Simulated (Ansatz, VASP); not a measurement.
Ge in VASP and in Ansatz

```
Ge
1.0
     4.02269    0.00000    0.00000
    -2.01134    3.48375    0.00000
     0.00000    0.00000   18.86852
Ge
4
Direct
  0.33333 0.66667 0.27476
  0.66667 0.33333 0.23849
  0.44444 0.55556 0.56011
  0.77778 0.22222 0.52385
```

Alike in both runs: task single point; functional PBE; dispersion D3(BJ); k mesh 9 × 9 × 1; occupations gaussian, width 0.1 eV; no spin polarisation.

|  | VASP | Ansatz |
| --- | --- | --- |
| version | VASP 6.6.1 | Ansatz 0.2.0 |
| potentials or method | VASP PAW PBE potentials, release 64 (Ge_d), cutoff 520 eV | scalar-relativistic, plane waves, PAW |
| valence electrons in the cell | 56 | 56 |

```tsv
	VASP	Ansatz	Ansatz less VASP
gap on the k mesh at the Fermi level (eV)	0.20	0.20	0.000
least direct gap on the mesh (eV)	0.20	0.20	0.000
rms of the force components (eV/Å)	0.031	0.031	-0.0002
```

Atom by atom the forces differ by 0.000 eV/Å (rms over components).
